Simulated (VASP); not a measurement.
**Al: single point with PBEsol**

Slab: Al, a slab with vacuum.

```
Al
1.0
     2.83943    0.00000    0.00000
     0.00000    4.01556    0.00000
     0.00000    0.00000   24.93799
Al
8
Direct
  0.50000 0.50000 0.30075
  0.00000 0.00000 0.35768
  0.50000 0.50000 0.41461
  0.00000 0.00000 0.47154
  0.50000 0.50000 0.52846
  0.00000 0.00000 0.58539
  0.50000 0.50000 0.64232
  0.00000 0.00000 0.69925
```

```yaml
Program: VASP 6.6.1
Task: single point
Functional: PBEsol
Potentials_or_basis: VASP PAW PBE potentials, release 64 (Al)
Cutoff: 520 eV
k_mesh: 12 × 9 × 1
Occupations: gaussian, width 1.5 eV
Spin: no spin polarisation
```

- Largest force: 0.221 eV/Å
- Band gap on the k mesh: zero (band 12 reaches 2.48 eV, above the bottom of band 13 at 0.17 eV)

Forces on the atoms (eV/Å):
```
Al   0.000  0.000  0.088
Al   0.000  0.000 -0.221
Al   0.000  0.000  0.029
Al   0.000  0.000 -0.030
Al   0.000  0.000  0.030
Al   0.000  0.000 -0.029
Al   0.000  0.000  0.221
Al   0.000  0.000 -0.088
```

Levels at points of the mesh, in eV from the Fermi level:
| k point | band 8 | band 9 | band 10 | band 11 | band 12 | band 13 | band 14 | band 15 | band 16 | band 17 |
| --- | --- | --- | --- | --- | --- | --- | --- | --- | --- | --- |
| (0.00, 0.00, 0.00) | -1.98 | -1.38 | -1.30 | -0.82 | -0.50 | 0.41 | 0.75 | 1.07 | 2.45 | 2.65 |
| (0.50, 0.00, 0.00) | -2.94 | -0.89 | -0.89 | 1.05 | 1.05 | 1.51 | 1.51 | 2.22 | 2.22 | 3.03 |

Wall time 8.9 min on 1 thread of Intel Xeon 8259CL, with other jobs on the host, peak memory 0.44 GiB.

Caveat: the PAW data sets were made with another functional, which shifts forces and pressure a little.
